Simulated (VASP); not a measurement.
A run of VASP 6.6.1:

The input INCAR:

```
SYSTEM = HfAu2
PREC = Accurate
ENCUT = 520
EDIFF = 1E-7
ISMEAR = 0
SIGMA = 0.1
LREAL = .FALSE.
LASPH = .TRUE.
NELM = 60
ALGO = Fast
ISIF = 2
LWAVE = .FALSE.
LCHARG = .FALSE.
GGA = PS
NBANDS = 41
```

The input KPOINTS:

```
Automatic mesh
0
G
  10 10 4
  0 0 0
```

The input POSCAR:

```
HfAu2
1.0
    3.5250057755      0.0000000000      0.0000000000
    0.0000000000      3.5250057755      0.0000000000
    0.0000000000      0.0000000000      9.0174533049
Hf Au
2 4
Direct
    0.0000000000      0.0000000000      0.0000000000
    0.5000000000      0.5000000000      0.5000000000
    0.5000000000      0.5000000000      0.1677656792
    0.0000000000      0.0000000000      0.3322343208
    0.0000000000      0.0000000000      0.6677656792
    0.5000000000      0.5000000000      0.8322343208
```

Potentials or basis: VASP PAW PBE potentials, release 64 (Hf_pv, Au).

Run with:

```bash
$ cat potpaw_PBE.64/Hf_pv/POTCAR potpaw_PBE.64/Au/POTCAR > POTCAR
$ mpirun -np 1 vasp_std > vasp.out
```

Hardware: 1 thread of Intel(R) Xeon(R) Platinum 8559C (Emerald Rapids) (shared host).

**Question.** Estimate the wall time of this run.

**Answer.** Wall time 3.6 min on 1 thread of Intel(R) Xeon(R) Platinum 8559C (Emerald Rapids), on a shared host, peak memory 0.38 GiB. Counts: scf iterations 18, k points 63.
